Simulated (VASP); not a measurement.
# GaN (F-43m) in VASP: further runs, part 2 of 2

VASP 6.6.1.

### Step 3. Single point, BLYP+D3(BJ)

This run uses another cell than the first one, of 11.60 Å³/atom, 1.013 times its volume.

File INCAR:

```
SYSTEM = GaN
  PREC = Accurate
  ENCUT = 520
  EDIFF = 1E-7
  ISMEAR = -1
  SIGMA = 0.05
  LREAL = .FALSE.
  LASPH = .TRUE.
  NELM = 60
  ALGO = Normal
  ISIF = 2
  LWAVE = .FALSE.
  LCHARG = .FALSE.
  GGA = B5
  ALDAX = 1.0
  AGGAX = 1.0
  AGGAC = 1.0
  ALDAC = 0.0
  IVDW = 12
  VDW_S6 = 1.0
  VDW_S8 = 2.6996
  VDW_A1 = 0.4298
  VDW_A2 = 4.2359
  NBANDS = 16
```

File KPOINTS:

```
Automatic mesh
0
G
  10 10 10
  0 0 0
```

File POSCAR:

```
GaN
1.0
    0.0000000000      2.2634838166      2.2634838166
    2.2634838166      0.0000000000      2.2634838166
    2.2634838166      2.2634838166      0.0000000000
Ga N
1 1
Direct
    0.0000000000      0.0000000000      0.0000000000
    0.2500000000      0.2500000000      0.2500000000
```

Potentials or basis: VASP PAW PBE potentials, release 64 (Ga_d, N).

Command:

```
$ cat potpaw_PBE.64/Ga_d/POTCAR potpaw_PBE.64/N/POTCAR > POTCAR
$ mpirun -np 1 vasp_std > vasp.out
```

OUTCAR:

```text
SYSTEM = GaN
   PREC = Accurate
   ENCUT = 520
   EDIFF = 1E-7
   ISMEAR = -1
   LREAL = .FALSE.
   LASPH = .TRUE.
   NELM = 60
   ISIF = 2
   GGA = B5
   IVDW = 12
 IVDW          = 12

 ion  position               nearest neighbor table
   1  0.000  0.000  0.000-   2 1.96   2 1.96   2 1.96   2 1.96
   2  0.250  0.250  0.250-   1 1.96   1 1.96   1 1.96   1 1.96

  LATTYP: Found a face centered cubic cell.
 ALAT       =     4.5269676332

  Lattice vectors:

 A1 = (   0.0000000000,   2.2634838166,   2.2634838166)
 A2 = (   2.2634838166,   0.0000000000,   2.2634838166)
 A3 = (   2.2634838166,   2.2634838166,   0.0000000000)

Analysis of symmetry for initial positions (statically):
=====================================================================
 Subroutine PRICEL returns:
 Original cell was already a primitive cell.

 Routine SETGRP: Setting up the symmetry group for a
 face centered cubic supercell.

 Subroutine GETGRP returns: Found 24 space group operations
 (whereof 24 operations were pure point group operations)
 out of a pool of 48 trial point group operations.

The static configuration has the point symmetry T_d .

Analysis of symmetry for dynamics (positions and initial velocities):
=====================================================================
 Subroutine PRICEL returns:
 Original cell was already a primitive cell.

 Routine SETGRP: Setting up the symmetry group for a
 face centered cubic supercell.

 Subroutine GETGRP returns: Found 24 space group operations
 (whereof 24 operations were pure point group operations)
 out of a pool of 48 trial point group operations.

The dynamic configuration has the point symmetry T_d .

 Subroutine INISYM returns: Found 24 space group operations
 (whereof 24 operations are pure point group operations),
 and found     1 'primitive' translations

----------------------------------------------------------------------------------------

[... 111 lines left out ...]
     AMIX     =   0.40;   BMIX     =  1.00
     AMIX_MAG =   1.60;   BMIX_MAG =  1.00
  volume/ion in A,a.u.               =      11.60        78.26
  Fermi-wavevector in a.u.,A,eV,Ry     =   1.504452  2.843002 30.795089  2.263375
  Thomas-Fermi vector in A             =   2.615430
   LORBIT       =      0    0 simple, 1 ext, 2 COOP (PROOUT), +10 PAW based schemes
   GGA     = B5    functional components
   LHFCALC =     F    Hartree Fock is set to
   AEXX    =    0.0000 exact exchange contribution
   IVDW    =    12    specifies the selected vdW correction
   LEPSILON=     F    determine dielectric tensor
   LRPA    =     F    only Hartree local field effects (RPA)
 non-spin polarized calculation
  energy-cutoff  :      520.00
  volume of cell :       23.19
 maximum number of plane-waves:       636
   NGX = 11   NGY = 11   NGZ = 11

 number of electron      17.9999993 magnetization

 Free energy of the ion-electron system (eV)
  ---------------------------------------------------
  ext. energy  EPLUGINS =         0.00000000
  ---------------------------------------------------
  free energy    TOTEN  =       -10.98127084 eV

  energy without entropy =      -10.98127084  energy(sigma->0) =      -10.98127084

 E-fermi :   6.4390     XC(G=0): -11.0360

 val. band max:        5.5355117696   @ k =   0.0000   0.0000   0.0000
 cond. band min:       7.2581485081   @ k =   0.0000   0.0000   0.0000
 fundamental gap:      1.7226367384
 Fermi energy:         6.4390203469

 k-point     1 :       0.0000    0.0000    0.0000
  band No.  band energies     occupation
      1     -10.2003      2.00000
      2      -7.9986      2.00000
      3      -7.9986      2.00000
      4      -7.9986      2.00000
      5      -7.6976      2.00000
      6      -7.6976      2.00000
[... 433 lines left out ...]
      3      -7.7859      2.00000
      4      -7.7858      2.00000
      5      -7.6399      2.00000
      6      -6.6816      2.00000
[... 8 lines left out ...]
     15      27.8212      0.00000
     16      27.9490      0.00000

 [... further k-points ...]

------------------------ aborting loop because EDIFF is reached ----------------------------------------

 Edisp (eV)   -1.10483

 E8    (eV) :    -0.7844

  FORCE on cell =-STRESS in cart. coord.  units (eV):
  Direction    XX          YY          ZZ          XY          YZ          ZX
  --------------------------------------------------------------------------------------
  -------------------------------------------------------------------------------------
  Total       0.19827     0.19827     0.19827     0.00000     0.00000    -0.00000
  in kB      13.69665    13.69665    13.69665     0.00000     0.00000    -0.00000
  external pressure =       13.70 kB  Pullay stress =        0.00 kB

 VOLUME and BASIS-vectors are now :
 -----------------------------------------------------------------------------
  energy-cutoff  :      520.00
  volume of cell :       23.19
      direct lattice vectors                 reciprocal lattice vectors
     0.000000000  2.263483817  2.263483817    -0.220898421  0.220898421  0.220898421
     2.263483817  0.000000000  2.263483817     0.220898421 -0.220898421  0.220898421
     2.263483817  2.263483817  0.000000000     0.220898421  0.220898421 -0.220898421

 POSITION                                       TOTAL-FORCE (eV/Angst)
 -----------------------------------------------------------------------------------
      0.00000      0.00000      0.00000         0.000000      0.000000      0.000000
      1.13174      1.13174      1.13174        -0.000000     -0.000000     -0.000000
 -----------------------------------------------------------------------------------
    total drift:                                0.000003      0.000003      0.000003

  FREE ENERGIE OF THE ION-ELECTRON SYSTEM (eV)
  ---------------------------------------------------
  free  energy   TOTEN  =       -12.0860995181 eV

  energy  without entropy=      -12.0860995178  energy(sigma->0) =      -12.08609952
```

OSZICAR:

```text
N       E                     dE             d eps       ncg     rms          rms(c)
DAV:   1     0.816004214969E+02    0.81600E+02   -0.93348E+03  1680   0.204E+03
DAV:   2    -0.754568882387E+01   -0.89146E+02   -0.82942E+02  1712   0.326E+02
DAV:   3    -0.133231033545E+02   -0.57774E+01   -0.57590E+01  1808   0.705E+01
DAV:   4    -0.133878154783E+02   -0.64712E-01   -0.64706E-01  1888   0.797E+00
DAV:   5    -0.133886216671E+02   -0.80619E-03   -0.80619E-03  1816   0.778E-01    0.849E+00
DAV:   6    -0.109854939652E+02    0.24031E+01   -0.61897E+00  2264   0.435E+01    0.270E+00
DAV:   7    -0.109928184394E+02   -0.73245E-02   -0.38767E-01  1680   0.778E+00    0.178E+00
DAV:   8    -0.109870991236E+02    0.57193E-02   -0.83283E-02  1792   0.379E+00    0.960E-01
DAV:   9    -0.109809591012E+02    0.61400E-02   -0.17502E-02  2264   0.291E+00    0.271E-01
DAV:  10    -0.109813843751E+02   -0.42527E-03   -0.15953E-03  1704   0.493E-01    0.117E-01
DAV:  11    -0.109812682917E+02    0.11608E-03   -0.33346E-04  2400   0.343E-01    0.909E-03
DAV:  12    -0.109812710776E+02   -0.27859E-05   -0.35578E-05  1656   0.518E-02    0.135E-03
DAV:  13    -0.109812708173E+02    0.26033E-06   -0.45678E-07  2024   0.757E-03    0.133E-03
DAV:  14    -0.109812708420E+02   -0.24747E-07   -0.16800E-08  1144   0.302E-03
   1 F= -.12086100E+02 E0= -.12086100E+02  d E =-.307709E-09
```

It took 33 s on 1 thread of Intel Xeon 8259CL, shared host; peak memory 0.16 GiB.

What came out:

| Item | Value |
| --- | --- |
| Free energy | -12.0861 eV |
| Pressure | 1.4 GPa |
| Band gap on the k mesh | 1.72 eV, direct |
| Dispersion energy per atom | -0.552 eV |

Caveat: the PAW data sets were made with another functional, which shifts forces and pressure a little. BLYP gaps usually lie below the measured ones, often by a third to a half.

### Step 4. Relaxation of cell and atoms, BLYP+D4

File INCAR:

```
AGGAC = 1.0
AGGAX = 1.0
ALDAC = 0.0
ALDAX = 1.0
ALGO = Normal
EDIFF = 1E-6
EDIFFG = -0.01
ENCUT = 600
GGA = B5
IBRION = 2
ISIF = 3
ISMEAR = -1
IVDW = 13
LASPH = True
LCHARG = False
LREAL = False
LWAVE = False
NELM = 80
NSW = 60
PREC = Accurate
SIGMA = 0.05
VDW_A1 = 0.44488865
VDW_A2 = 4.0933009
VDW_S6 = 1.0
VDW_S8 = 2.34076671
```

File KPOINTS:

```
k-points
0
Gamma
  10 10 10
```

File POSCAR:

```
GaN
1.0
    0.0000000000      2.2535006075      2.2535006075
    2.2535006075      0.0000000000      2.2535006075
    2.2535006075      2.2535006075      0.0000000000
Ga N
1 1
Direct
    0.0000000000      0.0000000000      0.0000000000
    0.2500000000      0.2500000000      0.2500000000
```

Command:

```
$ cat potpaw_PBE.64/Ga_d/POTCAR potpaw_PBE.64/N/POTCAR > POTCAR
$ mpirun -np 1 vasp_std > vasp.out
```

It took 91 s on 1 thread of Intel Xeon 8259CL, shared host; peak memory 0.17 GiB.

It converged, with:

| Item | Value |
| --- | --- |
| Free energy | -12.4922 eV |
| Relaxed volume | 11.47 Å³/atom |
| Relaxed cell | a = 3.189 Å, b = 3.189 Å, c = 3.189 Å, α = 60.00°, β = 60.00°, γ = 60.00° |
| Space group after relaxing (to 0.05 Å) | F-43m (No. 216) |
| Energy gained by relaxing | 0.0 meV/atom |
| Ionic steps | 3 |
| Pressure after relaxing | 0.0 GPa |
| Band gap on the k mesh | 1.80 eV, direct |
| Dispersion energy per atom | -0.763 eV |

Final structure:
```cif
data_structure
_symmetry_space_group_name_H-M 'P 1'
_symmetry_Int_Tables_number 1
_cell_length_a 3.1890
_cell_length_b 3.1890
_cell_length_c 3.1890
_cell_angle_alpha 60.000
_cell_angle_beta 60.000
_cell_angle_gamma 60.000
_cell_volume 22.93
loop_
_atom_site_label
_atom_site_type_symbol
_atom_site_fract_x
_atom_site_fract_y
_atom_site_fract_z
_atom_site_occupancy
Ga1 Ga 0.00000 0.00000 0.00000 1
N1 N 0.25000 0.25000 0.25000 1
```

Levels at points of the mesh, in eV from the valence-band top:
| k point | band 7 | band 8 | band 9 | band 10 | band 11 | band 12 |
| --- | --- | --- | --- | --- | --- | --- |
| (0.00, 0.00, 0.00) | 0.00 | 0.00 | 0.00 | 1.80 | 10.29 | 10.29 |
| (0.50, 0.00, 0.00) | -6.94 | -0.96 | -0.96 | 4.66 | 8.85 | 10.42 |
| (0.50, 0.50, 0.00) | -6.09 | -2.66 | -2.66 | 3.60 | 6.67 | 11.83 |

Caveat: the PAW data sets were made with another functional, which shifts forces and pressure a little.

### Step 5. Single point, B3LYP5

This run uses another cell than the first one, of 11.67 Å³/atom, 1.020 times its volume.

File POSCAR:

```
GaN
1.0
    0.0000000000      2.2684248875      2.2684248875
    2.2684248875      0.0000000000      2.2684248875
    2.2684248875      2.2684248875      0.0000000000
Ga N
1 1
Direct
    0.0000000000      0.0000000000      0.0000000000
    0.2500000000      0.2500000000      0.2500000000
```

File INCAR.step1:

```
SYSTEM = GaN
PREC     = Accurate       ! precision mode
ENCUT    = 520            ! plane-wave cutoff, eV
EDIFF    = 1E-5           ! SCF threshold, eV
ISMEAR   = -1             ! smearing method
SIGMA    = 0.05           ! smearing width, eV
LREAL    = .False.        ! projectors in reciprocal space
LASPH    = .True.         ! aspherical terms in the spheres
NELM     = 80             ! most SCF steps
ALGO     = Normal         ! electronic algorithm
ISIF     = 2              ! what is computed and relaxed
LWAVE    = .True.         ! write WAVECAR
GGA      = PE             ! functional
NBANDS   = 16             ! bands
```

File INCAR.step2:

```
SYSTEM = GaN
PREC     = Accurate       ! precision mode
ENCUT    = 520            ! plane-wave cutoff, eV
EDIFF    = 1E-7           ! SCF threshold, eV
ISMEAR   = -1             ! smearing method
SIGMA    = 0.05           ! smearing width, eV
LREAL    = .False.        ! projectors in reciprocal space
LASPH    = .True.         ! aspherical terms in the spheres
NELM     = 80             ! most SCF steps
ALGO     = Normal         ! electronic algorithm
ISIF     = 2              ! what is computed and relaxed
LWAVE    = .False.        ! write WAVECAR
LCHARG   = .True.         ! write CHGCAR
GGA      = B5             ! functional
LHFCALC  = .True.         ! exact exchange
AEXX     = 0.2            ! exact-exchange fraction
AGGAX    = 0.72         
AGGAC    = 0.81         
ALDAC    = 0.19         
PRECFOCK = Normal       
LELF     = .True.         ! ELF
LVHAR    = .True.       
ISTART   = 1            
NBANDS   = 16             ! bands
```

File KPOINTS:

```
Automatic mesh
0
Gamma
  5 5 5
  0 0 0
```

Command:

```
$ cat potpaw_PBE.64/Ga_d/POTCAR potpaw_PBE.64/N/POTCAR > POTCAR
$ cp INCAR.step1 INCAR
$ mpirun -np 1 vasp_std > vasp.out
$ cp INCAR.step2 INCAR
$ mpirun -np 1 vasp_std > vasp.out
```

It took 7.6 min on 1 thread of Intel Xeon Platinum 8375C at 2.90GHz (Ice Lake), shared host; peak memory 0.15 GiB.

It converged, with:

```
Free energy            : -13.9522 eV
Pressure               : 1.5 GPa
Band gap on the k mesh : 3.27 eV, direct
```

Levels at points of the mesh, in eV from the valence-band top:
```csv
k point,band 7,band 8,band 9,band 10,band 11,band 12
"(0.00, 0.00, 0.00)",0.00,0.00,0.00,3.27,12.08,12.08
```

Caveat: the k points lie up to 0.48 Å⁻¹ apart; the PAW data sets were made with another functional, which shifts forces and pressure a little.

### Step 6. The runs side by side

```csv
task,level,cell,k mesh,cutoff (eV),smearing,grid for exact exchange (PRECFOCK),gap on the mesh (eV),pressure (GPa)
single point,PBE,"a = 3.187 Å, angles 60.0°, 2 atoms",10 × 10 × 10,520,gaussian 0.03 eV,-,1.72,5.1
single point,BLYP+D3(BJ),"a = 3.201 Å, angles 60.0°, 2 atoms",10 × 10 × 10,520,fermi-dirac 0.05 eV,-,1.72,1.4
relaxation of cell and atoms,BLYP+D4,"relaxed from a = 3.187 Å, angles 60.0°, 2 atoms",10 × 10 × 10,600,fermi-dirac 0.05 eV,-,1.80,0.0
single point,B3LYP5,"a = 3.208 Å, angles 60.0°, 2 atoms",5 × 5 × 5,520,fermi-dirac 0.05 eV,Normal,3.27,1.5
```

Alike in all rows: potentials or basis VASP PAW PBE potentials, release 64 (Ga_d, N); no spin polarisation.

Caveats: some runs use coarse meshes; the PAW data sets were made with another functional, which shifts forces and pressure a little (some runs).

Total energies depend on the potentials used, so only differences within one code and one set of settings carry meaning.
